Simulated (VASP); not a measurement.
# CdS in VASP: a series of runs, part 2 of 2

VASP 6.6.1. Earlier steps stand in the parts before.

## Step 5: Single point, PBE (epitaxial 111 strain +1.0%)

The input, INCAR:

```
PREC = Accurate
ENCUT = 520
EDIFF = 1E-7
ISMEAR = 0
SIGMA = 0.01
LREAL = False
LASPH = True
NELM = 100
ALGO = Normal
ISIF = 2
LWAVE = False
LCHARG = False
GGA = PE
NBANDS = 16
```

The input, KPOINTS:

```
Automatic mesh
0
Gamma
  4 4 4
```

The input, POSCAR:

```
CdS
1.0
   -0.0373201694      2.9312868221      2.9312868221
    2.9312868221     -0.0373201694      2.9312868221
    2.9312868221      2.9312868221     -0.0373201694
Cd S
1 1
Direct
   -0.0013720839     -0.0013720839     -0.0013720839
    0.2513720839      0.2513720839      0.2513720839
```

Potentials or basis: VASP PAW PBE potentials, release 64 (Cd, S).

Command:

```console
cat potpaw_PBE.64/Cd/POTCAR potpaw_PBE.64/S/POTCAR > POTCAR
mpirun -np 1 vasp_std > vasp.out
```

OUTCAR:

```text
PREC = Accurate
   ENCUT = 520
   EDIFF = 1E-7
   ISMEAR = 0
   LREAL = False
   LASPH = True
   NELM = 100
   ISIF = 2
   GGA = PE

 ion  position               nearest neighbor table
   1  0.999  0.999  0.999-   2 2.55   2 2.56   2 2.56   2 2.56
   2  0.251  0.251  0.251-   1 2.55   1 2.56   1 2.56   1 2.56

  LATTYP: Found a trigonal (rhomboedric) cell.
 ALAT       =     4.1456335658
 COS(alpha) =     0.4872288437

  Lattice vectors:

 A1 = (  -0.0373201694,   2.9312868221,   2.9312868221)
 A2 = (   2.9312868221,  -0.0373201694,   2.9312868221)
 A3 = (   2.9312868221,   2.9312868221,  -0.0373201694)

Analysis of symmetry for initial positions (statically):
=====================================================================
 Subroutine PRICEL returns:
 Original cell was already a primitive cell.

 Routine SETGRP: Setting up the symmetry group for a
 trigonal (rhombohedral) supercell.

 Subroutine GETGRP returns: Found  6 space group operations
 (whereof  6 operations were pure point group operations)
 out of a pool of 12 trial point group operations.

The static configuration has the point symmetry C_3v.

Analysis of symmetry for dynamics (positions and initial velocities):
=====================================================================
 Subroutine PRICEL returns:
 Original cell was already a primitive cell.

 Routine SETGRP: Setting up the symmetry group for a
 trigonal (rhombohedral) supercell.

 Subroutine GETGRP returns: Found  6 space group operations
 (whereof  6 operations were pure point group operations)
 out of a pool of 12 trial point group operations.

The dynamic configuration has the point symmetry C_3v.

 Subroutine INISYM returns: Found  6 space group operations
 (whereof  6 operations are pure point group operations),
 and found     1 'primitive' translations

[... 99 lines left out ...]
   IALGO  =     38    algorithm
   IMIX   =      4    mixing-type and parameters
     AMIX     =   0.40;   BMIX     =  1.00
     AMIX_MAG =   1.60;   BMIX_MAG =  1.00
  volume/ion in A,a.u.               =      25.67       173.22
  Fermi-wavevector in a.u.,A,eV,Ry     =   1.154407  2.181513 18.131876  1.332655
  Thomas-Fermi vector in A             =   2.291044
   LORBIT       =      0    0 simple, 1 ext, 2 COOP (PROOUT), +10 PAW based schemes
   GGA     = PE    functional components
   LHFCALC =     F    Hartree Fock is set to
   AEXX    =    0.0000 exact exchange contribution
   IVDW    =     0    specifies the selected vdW correction
   LEPSILON=     F    determine dielectric tensor
   LRPA    =     F    only Hartree local field effects (RPA)
 non-spin polarized calculation
 Gauss-broadening in eV      SIGMA  =   0.01
  energy-cutoff  :      520.00
  volume of cell :       51.34
 maximum number of plane-waves:      1399
 NGX is ok and might be reduce to    32
   NGX = 15   NGY = 15   NGZ = 15

 number of electron      18.0000001 magnetization

 Free energy of the ion-electron system (eV)
  ---------------------------------------------------
  ext. energy  EPLUGINS =         0.00000000
  ---------------------------------------------------
  free energy    TOTEN  =        -6.11046902 eV

  energy without entropy =       -6.11046902  energy(sigma->0) =       -6.11046902

 E-fermi :   1.1604     XC(G=0):  -8.9824

 val. band max:        1.0946635548   @ k =   0.0000   0.0000   0.0000
 cond. band min:       2.1095549724   @ k =   0.0000   0.0000   0.0000
 fundamental gap:      1.0148914176
 Fermi energy:         1.1603677996

 k-point     1 :       0.0000    0.0000    0.0000
  band No.  band energies     occupation
      1     -11.1117      2.00000
      2      -6.5848      2.00000
      3      -6.5848      2.00000
      4      -6.5744      2.00000
      5      -6.1499      2.00000
      6      -6.1499      2.00000
[... 224 lines left out ...]
      3      -6.4740      2.00000
      4      -6.1123      2.00000
      5      -6.1123      2.00000
      6      -5.7727      2.00000
[... 8 lines left out ...]
     15      13.5376      0.00000
     16      13.5376      0.00000

------------------------ aborting loop because EDIFF is reached ----------------------------------------

  FORCE on cell =-STRESS in cart. coord.  units (eV):
  Direction    XX          YY          ZZ          XY          YZ          ZX
  --------------------------------------------------------------------------------------
  -------------------------------------------------------------------------------------
  Total        0.3829419      0.3829419      0.3829419      0.1025494      0.1025494      0.1025494
  in kB       11.9515227     11.9515227     11.9515227      3.2005419      3.2005419      3.2005419
  external PRESSURE =      11.9515227 kB  Pullay stress =       0.0000000 kB

 VOLUME and BASIS-vectors are now :
 -----------------------------------------------------------------------------
  energy-cutoff  :      520.00
  volume of cell :       51.34
      direct lattice vectors                 reciprocal lattice vectors
    -0.037320169  2.931286822  2.931286822    -0.167350105  0.169508227  0.169508227
     2.931286822 -0.037320169  2.931286822     0.169508227 -0.167350105  0.169508227
     2.931286822  2.931286822 -0.037320169     0.169508227  0.169508227 -0.167350105

 POSITION                                       TOTAL-FORCE (eV/Angst)
 -----------------------------------------------------------------------------------
      5.81726      5.81726      5.81726        -0.001504     -0.001504     -0.001504
      1.46431      1.46431      1.46431         0.001504      0.001504      0.001504
 -----------------------------------------------------------------------------------
    total drift:                                0.000130      0.000130      0.000130

  FREE ENERGIE OF THE ION-ELECTRON SYSTEM (eV)
  ---------------------------------------------------
  free  energy   TOTEN  =        -6.1104690242 eV

  energy  without entropy=       -6.1104690242  energy(sigma->0) =       -6.11046902
```

OSZICAR:

```text
N       E                     dE             d eps       ncg     rms          rms(c)
DAV:   1     0.103894959033E+03    0.10389E+03   -0.88279E+03   424   0.101E+03
DAV:   2    -0.267585584368E+01   -0.10657E+03   -0.10079E+03   520   0.248E+02
DAV:   3    -0.664981206659E+01   -0.39740E+01   -0.39683E+01   552   0.494E+01
DAV:   4    -0.667568057277E+01   -0.25869E-01   -0.25865E-01   480   0.384E+00
DAV:   5    -0.667605308827E+01   -0.37252E-03   -0.37251E-03   528   0.438E-01    0.753E+00
DAV:   6    -0.612963264348E+01    0.54642E+00   -0.85723E-01   600   0.114E+01    0.616E+00
DAV:   7    -0.610979058100E+01    0.19842E-01   -0.19854E-01   520   0.303E+00    0.304E+00
DAV:   8    -0.611027932194E+01   -0.48874E-03   -0.18268E-02   480   0.168E+00    0.289E-01
DAV:   9    -0.611023773107E+01    0.41591E-04   -0.22186E-03   520   0.673E-01    0.623E-02
DAV:  10    -0.611038044855E+01   -0.14272E-03   -0.26880E-04   440   0.166E-01    0.733E-02
DAV:  11    -0.611047755538E+01   -0.97107E-04   -0.16609E-04   448   0.993E-02    0.279E-02
DAV:  12    -0.611046793396E+01    0.96214E-05   -0.27840E-05   528   0.674E-02    0.107E-02
DAV:  13    -0.611046918892E+01   -0.12550E-05   -0.39090E-06   496   0.116E-02    0.698E-03
DAV:  14    -0.611046904375E+01    0.14517E-06   -0.32373E-07   536   0.362E-03    0.503E-03
DAV:  15    -0.611046902416E+01    0.19583E-07   -0.33355E-08   360   0.118E-03
   1 F= -.61104690E+01 E0= -.61104690E+01  d E =-.157233E-22
```

stdout:

```text
POSCAR found type information on POSCAR CdS
 POSCAR found :  2 types and       2 ions
 scaLAPACK will be used
 LDA part: xc-table for (Slater+PW92), standard interpolation
 POSCAR, INCAR and KPOINTS ok, starting setup
 FFT: planning ... GRIDC
 FFT: planning ... GRID_SOFT
 FFT: planning ... GRID
 WAVECAR not read
 entering main loop
```

Wall time 9.3 s (1 thread of Intel Xeon Platinum 8488C (Sapphire Rapids), shared host); peak memory 0.17 GiB.

What came out:

```
Free energy            : -6.1105 eV
Pressure               : 1.2 GPa
Band gap on the k mesh : 1.01 eV, direct
```

Forces in eV/Å, atoms in the order of the input:
```
Cd  -0.002 -0.002 -0.002
S    0.002  0.002  0.002
```

Stress tensor (GPa, compression positive):
```
1.20 0.32 0.32
0.32 1.20 0.32
0.32 0.32 1.20
```

Caveat: the k points lie up to 0.46 Å⁻¹ apart; the cell differs from its parent crystal (epitaxial 111 strain +1.0%).

## Step 6: Single point, PBE (epitaxial 111 strain -2.0%)

The input, INCAR:

```
ALGO = Normal
EDIFF = 1E-6
ENCUT = 520
GGA = PE
ISIF = 2
ISMEAR = -1
LASPH = T
LCHARG = F
LREAL = F
LWAVE = F
NBANDS = 16
NELM = 80
PREC = Accurate
SIGMA = 0.02
```

The input, KPOINTS:

```
k-points
0
Gamma
  8 8 8
```

The input, POSCAR:

```
CdS
1.0
    0.0746129383      2.9550434845      2.9550434845
    2.9550434845      0.0746129383      2.9550434845
    2.9550434845      2.9550434845      0.0746129383
Cd S
1 1
Direct
    0.0028208299      0.0028208299      0.0028208299
    0.2471791701      0.2471791701      0.2471791701
```

Potentials or basis: VASP PAW PBE potentials, release 64 (Cd, S).

Command:

```console
cat potpaw_PBE.64/Cd/POTCAR potpaw_PBE.64/S/POTCAR > POTCAR
mpirun -np 1 vasp_std > vasp.out
```

Run time: 31 s. Hardware: 1 thread of Intel Xeon Platinum 8488C (Sapphire Rapids), shared host; peak memory 0.2 GiB.

It converged, with:

* Free energy: -6.1147 eV
* Pressure: 3.1 GPa
* Largest force: 0.006 eV/Å
* Band gap on the k mesh: 1.08 eV, direct

Forces on the atoms (eV/Å):
```
Cd   0.004  0.004  0.004
S   -0.004 -0.004 -0.004
```

Stress tensor (GPa, compression positive):
```
 3.09 -0.65 -0.65
-0.65  3.09 -0.65
-0.65 -0.65  3.09
```

Levels at points of the mesh, in eV from the valence-band top:
```tsv
k point	band 7	band 8	band 9	band 10	band 11	band 12
(0.00, 0.00, 0.00)	-0.16	0.00	0.00	1.08	6.22	6.66
(0.50, 0.00, 0.00)	-4.41	-0.92	-0.73	2.88	6.87	6.90
(0.50, 0.50, 0.00)	-3.99	-2.02	-1.82	3.44	4.35	9.12
(0.50, 0.50, 0.50)	-4.55	-0.71	-0.71	3.20	7.18	7.18
```

Caveat: the cell differs from its parent crystal (epitaxial 111 strain -2.0%).

## Step 7: Summary

| cell | k mesh | smearing | gap on the mesh (eV) | pressure (GPa) |
| --- | --- | --- | --- | --- |
| a = 4.157 Å, angles 60.0°, 2 atoms | 4 × 4 × 4 | gaussian 0.01 eV | 1.09 | 1.9 |
| a = 4.180 Å, angles 58.3°, 2 atoms | 4 × 4 × 4 | gaussian 0.01 eV | 1.06 | 3.2 |
| a = 4.168 Å, angles 59.2°, 2 atoms | 4 × 4 × 4 | gaussian 0.01 eV | 1.08 | 2.5 |
| a = 4.146 Å, angles 60.8°, 2 atoms | 4 × 4 × 4 | gaussian 0.01 eV | 1.01 | 1.2 |
| a = 4.180 Å, angles 58.3°, 2 atoms | 8 × 8 × 8 | fermi-dirac 0.02 eV | 1.08 | 3.1 |

Alike in all rows: task single point; level PBE; potentials or basis VASP PAW PBE potentials, release 64 (Cd, S); no spin polarisation; cutoff (eV) 520.

Caveats: some runs use coarse meshes.

Total energies depend on the potentials used, so only differences within one code and one set of settings carry meaning.
